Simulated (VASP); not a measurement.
The system is MgZn4O.

```
CELL_PARAMETERS angstrom
0.00000 3.36784 3.36784
3.36784 0.00000 3.36784
3.36784 3.36784 0.00000
ATOMIC_POSITIONS crystal
Mg 0.00000 0.00000 0.00000
Zn 0.37592 0.37592 0.87224
Zn 0.87224 0.37592 0.37592
Zn 0.37592 0.37592 0.37592
Zn 0.37592 0.87224 0.37592
O 0.75000 0.75000 0.75000
```

| Item | Value |
| --- | --- |
| Program | VASP 6.6.1 |
| Task | relaxation of cell and atoms |
| Functional | PBE |
| Potentials or basis | VASP PAW PBE potentials, release 64 (Mg, Zn, O) |
| Cutoff | 600 eV |
| k mesh | 4 × 4 × 4 |
| Occupations | gaussian, width 0.2 eV |
| Spin | no spin polarisation |

At the start: pressure 23.5 GPa; volume 12.73 Å³/atom.

Problem. How do energy, volume and symmetry change on relaxing?

Solution. Over 5 steps the energy falls by 183.4 meV/atom and the volume is 15.80 Å³/atom (+24.1 %); space group F-43m (No. 216, to 0.05 Å).

The path:
```csv
step,energy change (eV),largest force (eV/Å),pressure (GPa),volume (Å³)
1,0.0000,0.4576,23.53,76.40
2,-1.0584,0.2218,-2.60,99.00
3,-1.0974,0.1695,0.33,94.24
4,-1.0976,0.1748,-0.02,94.63
5,-1.1005,0.0071,-0.11,94.80
```

Final structure:
```cif
data_structure
_symmetry_space_group_name_H-M 'P 1'
_symmetry_Int_Tables_number 1
_cell_length_a 5.1180
_cell_length_b 5.1180
_cell_length_c 5.1180
_cell_angle_alpha 60.000
_cell_angle_beta 60.000
_cell_angle_gamma 60.000
_cell_volume 94.80
loop_
_atom_site_label
_atom_site_type_symbol
_atom_site_fract_x
_atom_site_fract_y
_atom_site_fract_z
_atom_site_occupancy
Mg1 Mg 0.00000 0.00000 0.00000 1
Zn1 Zn 0.37498 0.37498 0.87507 1
Zn2 Zn 0.87507 0.37498 0.37498 1
Zn3 Zn 0.37498 0.37498 0.37498 1
Zn4 Zn 0.37498 0.87507 0.37498 1
O1 O 0.75000 0.75000 0.75000 1
```

Caveat: the k points lie up to 0.38 Å⁻¹ apart in the final cell; the volume moved by over 15 % at a fixed basis, so the end points are rough; the relaxation stopped at a loose force limit of 0.08 eV/Å, so its end isn't a converged minimum.
